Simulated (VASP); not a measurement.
Input of a VASP 6.6.1 run:

INCAR

```
  PREC = Accurate
  ENCUT = 600
  EDIFF = 1E-6
  ISMEAR = 0
  SIGMA = 0.01
  LREAL = F
  LASPH = T
  NELM = 60
  ALGO = Normal
  ISIF = 3
  LWAVE = F
  LCHARG = F
  GGA = PS
  IBRION = 2
  NSW = 80
  EDIFFG = -0.001
  PSTRESS = 120.0
```

Contents of KPOINTS:

```
regular mesh
0
Gamma
  10 10 10
```

Contents of POSCAR:

```
MgO
1.0
    0.0000000000      2.1070853429      2.1070853429
    2.1070853429      0.0000000000      2.1070853429
    2.1070853429      2.1070853429      0.0000000000
Mg O
1 1
Direct
    0.0000000000      0.0000000000      0.0000000000
    0.5000000000      0.5000000000      0.5000000000
```

Potentials or basis: VASP PAW PBE potentials, release 64 (Mg, O).

The run is started by

```bash
$ cat potpaw_PBE.64/Mg/POTCAR potpaw_PBE.64/O/POTCAR > POTCAR
$ mpirun -np 1 vasp_std > vasp.out
```

Problem. What does it give for the relaxed volume?

Solution. 8.73 Å³/atom.

Problem. What does it give for the space group after relaxing (to 0.05 Å)?

Solution. Fm-3m (No. 225).

Problem. Estimate the band gap on the k mesh.

Solution. 5.32 eV, direct.

Problem. Predict the relaxed cell.

Solution. a = 2.911 Å, b = 2.911 Å, c = 2.911 Å, α = 60.00°, β = 60.00°, γ = 60.00°.

The path:
```tsv
step	energy change (eV)	largest force (eV/Å)	pressure (GPa)	volume (Å³)
1	0.0000	0.0000	-0.73	18.71
2	0.1110	0.0000	21.05	16.77
3	0.0412	0.0000	11.97	17.45
4	0.0431	0.0000	12.25	17.43
5	0.0406	0.0000	11.86	17.46
6	0.0415	0.0000	12.02	17.45
7	0.0414	0.0000	12.00	17.45
```

Caveat: the cell is relaxed towards a set pressure, so the enthalpy falls and the energy may rise; the PAW data sets were made with another functional, which shifts forces and pressure a little. Expect the measured gap to be larger: semilocal functionals such as PBEsol lack the derivative discontinuity.
